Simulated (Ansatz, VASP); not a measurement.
Two plane-wave programs on Mo

Contents of INCAR:

```
PREC     = Accurate       # precision mode
ENCUT    = 600            # plane-wave cutoff, eV
EDIFF    = 1E-6           # SCF threshold, eV
ISMEAR   = 0              # smearing method
SIGMA    = 0.3            # smearing width, eV
LREAL    = F              # projectors in reciprocal space
LASPH    = T              # aspherical terms in the spheres
NELM     = 60             # most SCF steps
ALGO     = Normal         # electronic algorithm
ISIF     = 3              # what is computed and relaxed
LWAVE    = F              # write WAVECAR
LCHARG   = F              # write CHGCAR
GGA      = CA             # functional
IBRION   = 2              # ionic algorithm
NSW      = 80             # ionic steps
EDIFFG   = -0.005         # ionic threshold
```

KPOINTS

```
Automatic mesh
0
Gamma
  24 24 24
```

File POSCAR:

```
Mo
1.0
   -1.5800000000      1.5800000000      1.5800000000
    1.5800000000     -1.5800000000      1.5800000000
    1.5800000000      1.5800000000     -1.5800000000
Mo
1
Direct
    0.0000000000      0.0000000000      0.0000000000
```

Input for Ansatz:

```yaml
crystal:
  lattice:
    - [-1.58, 1.58, 1.58]
    - [1.58, -1.58, 1.58]
    - [1.58, 1.58, -1.58]
  atoms:
    - { symbol: Mo, position: [0.0, 0.0, 0.0] }
scf:
  occupations: { method: gaussian, width: 0.3 }
output:
  forces: true
  stress: true
  eigenvalues: true
hamiltonian:
  xc: lda
kpoints:
  mp_grid: { grid: [24, 24, 24] }
relax:
  f_tol: 0.005
  max_steps: 60
  cell: { stress_tol: 0.02 }
```

Alike in both runs: task relaxation of cell and atoms; functional LDA; k mesh 24 × 24 × 24; occupations gaussian, width 0.3 eV; no spin polarisation.

|  | VASP | Ansatz |
| --- | --- | --- |
| version | VASP 6.6.1 | Ansatz 0.2.0 |
| potentials or method | VASP PAW LDA potentials, release 64 (Mo_sv) | scalar-relativistic, plane waves, PAW |
| plane-wave cutoff (eV) | 600 | 420 |
| valence electrons in the cell | 14 | 14 |

```tsv
	VASP	Ansatz	Ansatz less VASP
gap on the k mesh at the Fermi level, each at its own relaxed structure (eV)	none	none	-
relaxed volume (Å³/atom)	15.13	15.07	-0.061
relaxed length of the cell vector where the two differ most in proportion (Å)	2.699	2.695	-0.0037
```

LDA's correlation is that of Perdew and Zunger in VASP and of Perdew and Wang (1992) in Ansatz. A gap of «none» marks a metal or a gap that the smearing closes.
